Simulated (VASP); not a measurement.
Write the native input for VASP 6.6.1 that does the following.

```
Task                   : single point
Functional             : PBEsol
Potentials or basis    : VASP PAW PBE potentials, release 64 (Se)
Cutoff                 : 520 eV
k mesh                 : 16 × 16 × 16
Occupations            : fermi-dirac, width 0.1 eV
Spin                   : no spin polarisation
Dipole correction      : no
Further INCAR settings : ALGO = Normal; EDIFF = 1e-06; NBANDS = 9
```

The structure of Se lies in POSCAR:

```
Se
1.0
    2.4314530190     -0.0000000135     -0.0000000233
   -0.8104843270      2.2923958950     -0.0000000233
   -0.8104843270     -1.1461979139      1.9852731001
Se
1
Direct
    0.0000000000      0.0000000000      0.0000000000
```

One way to write it, as run:

INCAR

```
ALGO = Normal ; EDIFF = 1E-6
ENCUT = 520 ; GGA = PS
ISIF = 2 ; ISMEAR = -1
LASPH = T ; LCHARG = F
LREAL = F ; LWAVE = F
NBANDS = 9 ; NELM = 100
PREC = Accurate ; SIGMA = 0.1
```

KPOINTS

```
k-points
0
Gamma
  16 16 16
```

Potentials or basis: VASP PAW PBE potentials, release 64 (Se).

Command:

```console
$ cat potpaw_PBE.64/Se/POTCAR > POTCAR
$ mpirun -np 1 vasp_std > vasp.out
```

It gave:

- Pressure: 163.5 GPa
- Band gap on the k mesh: zero (band 3 reaches 22.86 eV, above the bottom of band 4 at 6.81 eV)

Caveat: the PAW data sets were made with another functional, which shifts forces and pressure a little.

Wall time 7 s on 1 thread of Intel(R) Xeon(R) Platinum 8375C CPU @ 2.90GHz (Ice Lake) (shared host), peak memory 0.12 GiB.
